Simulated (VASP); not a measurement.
Wanted: the native input for a VASP 6.6.1 run.

- Task: single point
- Functional: PBE
- Potentials or basis: VASP PAW PBE potentials, release 64 (Ta_pv)
- Cutoff: 520 eV
- k mesh: 18 × 18 × 18
- Occupations: gaussian, width 0.1 eV
- Spin: no spin polarisation
- Dipole correction: no
- Further INCAR settings: ALGO = Normal; EDIFF = 1e-06; NBANDS = 12

The structure of Ta lies in POSCAR:

```
Ta
1.0
   -1.6594117952      1.6594117952      1.6594117952
    1.6594117952     -1.6594117952      1.6594117952
    1.6594117952      1.6594117952     -1.6594117952
Ta
1
Direct
    0.0000000000      0.0000000000      0.0000000000
```

One way to write it, as run:

INCAR

```
PREC     = Accurate       # precision mode
ENCUT    = 520            # plane-wave cutoff, eV
EDIFF    = 1E-6           # SCF threshold, eV
ISMEAR   = 0              # smearing method
SIGMA    = 0.1            # smearing width, eV
LREAL    = F              # projectors in reciprocal space
LASPH    = T              # aspherical terms in the spheres
NELM     = 100            # most SCF steps
ALGO     = Normal         # electronic algorithm
ISIF     = 2              # what is computed and relaxed
LWAVE    = F              # write WAVECAR
LCHARG   = F              # write CHGCAR
GGA      = PE             # functional
NBANDS   = 12             # bands
```

KPOINTS

```
regular mesh
0
Gamma
  18 18 18
```

Potentials or basis: VASP PAW PBE potentials, release 64 (Ta_pv).

Run with:

```bash
$ cat potpaw_PBE.64/Ta_pv/POTCAR > POTCAR
$ mpirun -np 1 vasp_std > vasp.out
```

It gave:

* Pressure: 0.1 GPa
* Band gap on the k mesh: zero (an odd number of electrons rules out a gap without spin polarisation)

Caveat: spin-orbit coupling is left out, which moves the levels of the heavy elements.

Wall time 25 s on 1 thread of AMD EPYC 7R13 Processor (Zen 3) (shared host), peak memory 0.14 GiB.
